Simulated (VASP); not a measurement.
A run of VASP 6.6.1 is set up as follows.

Contents of INCAR:

```
SYSTEM = GaAs
PREC = Accurate
ENCUT = 520
EDIFF = 1E-6
ISMEAR = 0
SIGMA = 0.01
LREAL = .False.
LASPH = .True.
NELM = 60
ALGO = Normal
ISIF = 2
LWAVE = .False.
LCHARG = .False.
GGA = PE
NBANDS = 16
```

KPOINTS

```
Automatic mesh
0
Gamma
  8 8 8
  0 0 0
```

POSCAR

```
GaAs
1.0
    0.0000000000      2.7292936669      2.7292936669
    2.7292936669      0.0000000000      2.7292936669
    2.7292936669      2.7292936669      0.0000000000
Ga As
1 1
Direct
    0.0000000000      0.0000000000      0.0000000000
    0.2500000000      0.2500000000      0.2500000000
```

Potentials or basis: VASP PAW PBE potentials, release 64 (Ga_d, As).

Command:

```console
$ cat potpaw_PBE.64/Ga_d/POTCAR potpaw_PBE.64/As/POTCAR > POTCAR
$ mpirun -np 1 vasp_std > vasp.out
```

**Question.** What does it give for the band gap on the k mesh?

**Answer.** 1.24 eV, indirect (least direct gap 1.34 eV).

**Question.** Predict the pressure.

**Answer.** 13.6 GPa.

A k mesh can miss the band edges.
